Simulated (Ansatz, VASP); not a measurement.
## One calculation of Si2W, two programs

```
CELL_PARAMETERS angstrom
-1.52119 1.52119 3.71247
1.52119 -1.52119 3.71247
1.52119 1.52119 -3.71247
ATOMIC_POSITIONS crystal
Si 0.33450 0.33450 0.00000
Si 0.66550 0.66550 0.00000
W 0.00000 0.00000 0.00000
```

Change from the starting cell: strain -0.050 along x and y, -0.050 along z, atoms carried along.

Alike in both runs: task single point; functional PBEsol; k mesh 20 × 20 × 20; occupations gaussian, width 0.15 eV; no spin polarisation.

```csv
,VASP,Ansatz
version,VASP 6.6.1,Ansatz 0.2.0
potentials or method,"VASP PAW PBE potentials, release 64 (Si, W_sv), cutoff 520 eV","scalar-relativistic, plane waves, PAW"
valence electrons in the cell,22,22
```

```tsv
	VASP	Ansatz	Ansatz less VASP
gap on the k mesh at the Fermi level (eV)	none	none	-
pressure (GPa)	51.2	50.4	-0.75
traceless stress, the component that is largest in VASP (GPa)	4.63	4.69	+0.062
rms of the force components (eV/Å)	0.225	0.221	-0.0044
```

VASP's potentials were made for PBE, not for PBEsol. Atom by atom the forces differ by 0.004 eV/Å (rms over components). A gap of «none» marks a metal or a gap that the smearing closes. Both programs put the cell under a high pressure, so it lies far from rest at this level.

Spin-orbit coupling is off throughout.
